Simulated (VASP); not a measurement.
# As (Cmce) in VASP: a series of runs

Runs on As. Level: PBE. Tasks: single point.

All numbers are computed with VASP 6.6.1; they aren't measurements. Logs are shortened: lines on timing, memory, paths and dates and some standing lists are left out, and cuts for length are marked.

**1. The cell of the first run**

The structure is orthorhombic, space group Cmce (No. 64). The conventional cell has a = 3.604 Å, b = 11.100 Å, c = 4.541 Å, α = 90.00°, β = 90.00°, γ = 90.00°. Within 3.2 Å of As (site symmetry m) lie 3 As at 2.43 to 2.44 Å.

**2. Single point, PBE (22.71 Å³/atom)**

INCAR reads:

```
PREC = Accurate ; ENCUT = 500
EDIFF = 1E-6 ; ISMEAR = -1
SIGMA = 0.1 ; LREAL = False
LASPH = True ; NELM = 120
ALGO = Normal ; ISIF = 2
LWAVE = False ; LCHARG = True
GGA = PE ; LELF = True
LVHAR = True ; NBANDS = 18
GGA_COMPAT = False
```

KPOINTS reads:

```
Automatic mesh
0
Gamma
  10 10 8
```

POSCAR reads:

```
As
1.0
    1.8019449031     -5.5498460620      0.0000000000
    1.8019449031      5.5498460620      0.0000000000
    0.0000000000      0.0000000000      4.5411251882
As
4
Direct
    0.1059894032      0.8940105968      0.9312775131
    0.6059894032      0.3940105968      0.5687224869
    0.8940105968      0.1059894032      0.0687224869
    0.3940105968      0.6059894032      0.4312775131
```

Potentials or basis: VASP PAW PBE potentials, release 64 (As).

On the command line:

```sh
> cat potpaw_PBE.64/As/POTCAR > POTCAR
> mpirun -np 1 vasp_std > vasp.out
```

OUTCAR:

```text
PREC = Accurate
   ENCUT = 500
   EDIFF = 1E-6
   ISMEAR = -1
   LREAL = False
   LASPH = True
   NELM = 120
   ISIF = 2
   GGA = PE

 ion  position               nearest neighbor table
   1  0.106  0.894  0.931-   3 2.43   2 2.44   2 2.44
   2  0.606  0.394  0.569-   4 2.43   1 2.44   1 2.44
   3  0.894  0.106  0.069-   1 2.43   4 2.44   4 2.44
   4  0.394  0.606  0.431-   2 2.43   3 2.44   3 2.44

  LATTYP: Found a base centered orthorhombic cell.
 ALAT       =     3.6038898062
 B/A-ratio  =     3.0799199534
 C/A-ratio  =     1.2600621641

  Lattice vectors:

 A1 = (   1.8019449031,  -5.5498460620,   0.0000000000)
 A2 = (   1.8019449031,   5.5498460620,   0.0000000000)
 A3 = (   0.0000000000,   0.0000000000,   4.5411251882)

Analysis of symmetry for initial positions (statically):
=====================================================================
 Subroutine PRICEL returns:
 Original cell was already a primitive cell.

 Routine SETGRP: Setting up the symmetry group for a
 base centered orthorhombic supercell.

 Subroutine GETGRP returns: Found  8 space group operations
 (whereof  4 operations were pure point group operations)
 out of a pool of  8 trial point group operations.

The static configuration has the point symmetry C_2h.
 The point group associated with its full space group is D_2h.

Analysis of symmetry for dynamics (positions and initial velocities):
=====================================================================
 Subroutine PRICEL returns:
 Original cell was already a primitive cell.

 Routine SETGRP: Setting up the symmetry group for a
 base centered orthorhombic supercell.

 Subroutine GETGRP returns: Found  8 space group operations
 (whereof  4 operations were pure point group operations)
 out of a pool of  8 trial point group operations.

The dynamic configuration has the point symmetry C_2h.
 The point group associated with its full space group is D_2h.

 Subroutine INISYM returns: Found  8 space group operations
 (whereof  4 operations are pure point group operations),
 and found     1 'primitive' translations

----------------------------------------------------------------------------------------

                                     Primitive cell

  volume of cell :      90.8272

  direct lattice vectors                    reciprocal lattice vectors
     1.801944903 -5.549846062  0.000000000     0.277477962 -0.090092589  0.000000000
     1.801944903  5.549846062  0.000000000     0.277477962  0.090092589  0.000000000
     0.000000000  0.000000000  4.541125188     0.000000000  0.000000000  0.220209741

  length of vectors
     5.835048993  5.835048993  4.541125188     0.291737372  0.291737372  0.220209741

  position of ions in fractional coordinates (direct lattice)
     0.105989403  0.894010597  0.931277513
     0.605989403  0.394010597  0.568722487
     0.894010597  0.105989403  0.068722487
     0.394010597  0.605989403  0.431277513

  ion indices of the primitive-cell ions
   primitive index   ion index
                 1           1
                 2           2
                 3           3
                 4           4

----------------------------------------------------------------------------------------

 KPOINTS: Automatic mesh

Automatic generation of k-mesh.
 Grid dimensions read from file:
 generate k-points for:   10   10    8

 Generating k-lattice:

  Cartesian coordinates                     Fractional coordinates (reciprocal lattice)
     0.027747796 -0.009009259  0.000000000     0.100000000  0.000000000  0.000000000
     0.027747796  0.009009259  0.000000000     0.000000000  0.100000000  0.000000000
     0.000000000  0.000000000  0.027526218     0.000000000  0.000000000  0.125000000

  Length of vectors
     0.029173737  0.029173737  0.027526218

  Shift w.r.t. Gamma in fractional coordinates (k-lattice)
     0.000000000  0.000000000  0.000000000

 Subroutine IBZKPT returns following result:
 ===========================================

 Found    155 irreducible k-points:

 Following reciprocal coordinates:
            Coordinates               Weight
  0.000000  0.000000  0.000000      1.000000
  0.100000  0.000000  0.000000      4.000000
  0.200000  0.000000  0.000000      4.000000
  0.300000  0.000000  0.000000      4.000000
  0.400000 -0.000000  0.000000      4.000000
  0.500000  0.000000  0.000000      2.000000
[... 16 lines left out ...]
  0.300000  0.300000  0.000000      2.000000
  0.400000  0.300000  0.000000      4.000000
 [... further k-points ...]
   k-points           NKPTS =    155   k-points in BZ     NKDIM =    155   number of bands    NBANDS=     18
   number of dos      NEDOS =    301   number of ions     NIONS =      4
   total plane-waves  NPLWV =  82944
   dimension x,y,z NGX =    48 NGY =   48 NGZ =   36
   dimension x,y,z NGXF=    96 NGYF=   96 NGZF=   72
   ions per type =               4
   NGX,Y,Z   is equivalent  to a cutoff of  13.68, 13.68, 13.18 a.u.
   NGXF,Y,Z  is equivalent  to a cutoff of  27.35, 27.35, 26.36 a.u.
 SYSTEM =  unknown system
   PREC   = accura    normal or accurate (medium, high low for compatibility)
   ISTART =      0    job   : 0-new  1-cont  2-samecut
   ICHARG =      2    charge: 1-file 2-atom 10-const
   ISPIN  =      1    spin polarized calculation?
   LNONCOLLINEAR =      F non collinear calculations
   LSORBIT =      F    spin-orbit coupling
   LASPH  =      T    aspherical Exc in radial PAW
   ENCUT  =  500.0 eV  36.75 Ry    6.06 a.u.  10.64 10.64  8.28*2*pi/ulx,y,z
   NELM   =    120;   NELMIN=  2; NELMDL= -5     # of ELM steps
   EDIFF  = 0.1E-05   stopping-criterion for ELM
   LREAL  =      F    real-space projection
[... 7 lines left out ...]
   TEBEG  =    0.0;   TEEND  =   0.0 temperature during run
   PSTRESS=    0.0 pullay stress
   NELECT =      20.0000    total number of electrons
   NUPDOWN=      -1.0000    fix difference up-down
   EMIN   =  10.00;   EMAX   =-10.00  energy-range for DOS
   EFERMI =   0.00;   METHOD = LEGACY
   ISMEAR =    -1;   SIGMA  =   0.10  broadening in eV -4-tet -1-fermi 0-gaus
   EFERMI_NEDOS =   21; number of points for ismear=-14 and -15
   IALGO  =     38    algorithm
   IMIX   =      4    mixing-type and parameters
     AMIX     =   0.40;   BMIX     =  1.00
     AMIX_MAG =   1.60;   BMIX_MAG =  1.00
  volume/ion in A,a.u.               =      22.71       153.23
  Fermi-wavevector in a.u.,A,eV,Ry     =   0.988582  1.868150 13.296907  0.977295
  Thomas-Fermi vector in A             =   2.120119
   LORBIT       =      0    0 simple, 1 ext, 2 COOP (PROOUT), +10 PAW based schemes
   GGA     = PE    functional components
   LHFCALC =     F    Hartree Fock is set to
   AEXX    =    0.0000 exact exchange contribution
   IVDW    =     0    specifies the selected vdW correction
   LEPSILON=     F    determine dielectric tensor
   LRPA    =     F    only Hartree local field effects (RPA)
 non-spin polarized calculation
  energy-cutoff  :      500.00
  volume of cell :       90.83
 maximum number of plane-waves:      2337
 NGX is ok and might be reduce to    48
   NGX = 21   NGY = 21   NGZ = 17

 number of electron      20.0000002 magnetization

 Free energy of the ion-electron system (eV)
  ---------------------------------------------------
  ext. energy  EPLUGINS =         0.00000000
  ---------------------------------------------------
  free energy    TOTEN  =       -18.46304890 eV

  energy without entropy =      -18.45531137  energy(sigma->0) =      -18.45918013

 E-fermi :   4.8324     XC(G=0):  -9.6370

 val. band max:        4.8100761723   @ k =  -0.4000   0.4000   0.0000
 cond. band min:       4.8593087837   @ k =   0.5000   0.4000   0.0000
 fundamental gap:      0.0492326113
 Fermi energy:         4.8324164856

 k-point     1 :       0.0000    0.0000    0.0000
  band No.  band energies     occupation
      1     -10.3235      2.00000
      2      -7.6001      2.00000
      3      -4.8641      2.00000
      4      -1.3375      2.00000
      5      -1.1747      2.00000
      6       0.4524      2.00000
[... 10 lines left out ...]
     17      12.1470      0.00000
     18      12.4299      0.00000

 k-point     2 :       0.1000    0.0000    0.0000
  band No.  band energies     occupation
      1     -10.2159      2.00000
      2      -7.5073      2.00000
      3      -4.9696      2.00000
      4      -1.4498      2.00000
      5      -1.2209      2.00000
      6       0.5541      2.00000
[... 10 lines left out ...]
     17      11.2999      0.00000
     18      12.0435      0.00000

 k-point     3 :       0.2000    0.0000    0.0000
  band No.  band energies     occupation
      1      -9.8959      2.00000
      2      -7.2287      2.00000
      3      -5.3327      2.00000
      4      -2.2184      2.00000
      5      -0.8788      2.00000
      6       0.4672      2.00000
[... 10 lines left out ...]
     17      10.3704      0.00000
     18      11.8480      0.00000

 k-point     4 :       0.3000    0.0000    0.0000
  band No.  band energies     occupation
      1      -9.3727      2.00000
      2      -6.7646      2.00000
      3      -6.0000      2.00000
      4      -3.2557      2.00000
      5      -0.3425      2.00000
      6       0.2076      2.00000
[... 375 lines left out ...]
      4      -1.3572      2.00000
      5      -1.0315      2.00000
      6       0.5792      2.00000
[... 10 lines left out ...]
     17      10.7680      0.00000
     18      12.5494      0.00000

 k-point    23 :       0.3000    0.3000    0.0000
  band No.  band energies     occupation
      1      -8.5115      2.00000
      2      -6.9778      2.00000
      3      -6.4801      2.00000
      4      -4.0265      2.00000
      5       0.2534      2.00000
      6       0.9126      2.00000
[... 10 lines left out ...]
     17      12.1159      0.00000
     18      12.4094      0.00000

 k-point    24 :       0.4000    0.3000    0.0000
  band No.  band energies     occupation
      1      -9.1848      2.00000
      2      -7.2042      2.00000
      3      -6.0624      2.00000
      4      -3.0244      2.00000
      5       0.1357      2.00000
      6       0.5668      2.00000
[... 10 lines left out ...]
     17      11.6111      0.00000
     18      11.9170      0.00000

 [... further k-points ...]

------------------------ aborting loop because EDIFF is reached ----------------------------------------

  FORCE on cell =-STRESS in cart. coord.  units (eV):
  Direction    XX          YY          ZZ          XY          YZ          ZX
  --------------------------------------------------------------------------------------
  -------------------------------------------------------------------------------------
  Total        3.8271072      3.4225208      3.3727079      0.0000000      0.0000000      0.0000000
  in kB       67.5095629     60.3727223     59.4940306      0.0000000      0.0000000      0.0000000
  external PRESSURE =      62.4587719 kB  Pullay stress =       0.0000000 kB

 VOLUME and BASIS-vectors are now :
 -----------------------------------------------------------------------------
  energy-cutoff  :      500.00
  volume of cell :       90.83
      direct lattice vectors                 reciprocal lattice vectors
     1.801944903 -5.549846062  0.000000000     0.277477962 -0.090092589  0.000000000
     1.801944903  5.549846062  0.000000000     0.277477962  0.090092589  0.000000000
     0.000000000  0.000000000  4.541125188     0.000000000  0.000000000  0.220209741

 POSITION                                       TOTAL-FORCE (eV/Angst)
 -----------------------------------------------------------------------------------
      1.80194      4.37340      4.22905         0.000000     -0.606637      0.513243
      1.80194     -1.17645      2.58264         0.000000     -0.606637     -0.513243
      1.80194     -4.37340      0.31208         0.000000      0.606637     -0.513243
      1.80194      1.17645      1.95849         0.000000      0.606637      0.513243
 -----------------------------------------------------------------------------------
    total drift:                                0.000000      0.000000     -0.000000

  FREE ENERGIE OF THE ION-ELECTRON SYSTEM (eV)
  ---------------------------------------------------
  free  energy   TOTEN  =       -18.4630489023 eV

  energy  without entropy=      -18.4553113659  energy(sigma->0) =      -18.45918013
```

Wall time 2.7 min (1 thread of Intel Xeon Platinum 8559C (Emerald Rapids), shared host); peak memory 0.39 GiB.

Results:

| Item | Value |
| --- | --- |
| Free energy | -18.4630 eV |
| Pressure | 6.2 GPa |
| Largest force | 0.795 eV/Å |

Forces on the atoms (eV/Å):
```
As   0.000 -0.607  0.513
As   0.000 -0.607 -0.513
As   0.000  0.607 -0.513
As   0.000  0.607  0.513
```

Caveat: the cell stands under pressure.

**3. Single point, PBE (23.69 Å³/atom)**

This run uses another cell than the first one, of 23.69 Å³/atom.

INCAR reads:

```
SYSTEM = As
PREC = Accurate ; ENCUT = 500
EDIFF = 1E-6 ; ISMEAR = -1
SIGMA = 0.1 ; LREAL = .False.
LASPH = .True. ; NELM = 120
ALGO = Normal ; ISIF = 2
LWAVE = .False. ; LCHARG = .False.
GGA = PE ; NBANDS = 18
GGA_COMPAT = .False.
```

KPOINTS reads:

```
regular mesh
0
Gamma
  10 10 8
  0 0 0
```

POSCAR reads:

```
As
1.0
    1.8276904515     -5.6291402903      0.0000000000
    1.8276904515      5.6291402903      0.0000000000
    0.0000000000      0.0000000000      4.6060071711
As
4
Direct
    0.1059894032      0.8940105968      0.9312775131
    0.6059894032      0.3940105968      0.5687224869
    0.8940105968      0.1059894032      0.0687224869
    0.3940105968      0.6059894032      0.4312775131
```

Potentials or basis: VASP PAW PBE potentials, release 64 (As).

On the command line:

```sh
> cat potpaw_PBE.64/As/POTCAR > POTCAR
> mpirun -np 1 vasp_std > vasp.out
```

It took 2.4 min on 1 thread of Intel Xeon Platinum 8559C (Emerald Rapids), shared host; peak memory 0.38 GiB.

It converged, with:

| Quantity | Value |
| --- | --- |
| Free energy | -18.5748 eV |
| Pressure | 2.9 GPa |
| Largest force | 0.397 eV/Å |

Forces in eV/Å, atoms in the order of the input:
```
As   0.000 -0.302  0.258
As   0.000 -0.302 -0.258
As   0.000  0.302 -0.258
As   0.000  0.302  0.258
```

Stress tensor (GPa, compression positive):
```
3.11 0.00 0.00
0.00 2.88 0.00
0.00 0.00 2.83
```

Levels at points of the mesh, in eV from the Fermi level:
```
           k point  band 7  band 8  band 9  band 10  band 11  band 12  band 13  band 14
(0.00, 0.00, 0.00)   -3.17   -2.23   -1.88    -1.04     1.57     1.72     2.21     3.11
(0.50, 0.00, 0.00)   -2.68   -2.68   -2.39    -2.39     0.89     0.89     1.22     1.22
(0.50, 0.50, 0.00)   -3.41   -1.51   -1.47    -0.13     0.03     1.67     2.09     2.84
(0.00, 0.00, 0.50)   -2.23   -2.23   -0.86    -0.86     0.95     0.95     2.34     2.34
(0.50, 0.00, 0.50)   -4.58   -4.58   -1.79    -1.79     1.97     1.97     4.21     4.21
(0.50, 0.50, 0.50)   -2.14   -2.14   -1.31    -1.31     1.39     1.39     1.84     1.84
```

(Part 1 of 2 ends here.)
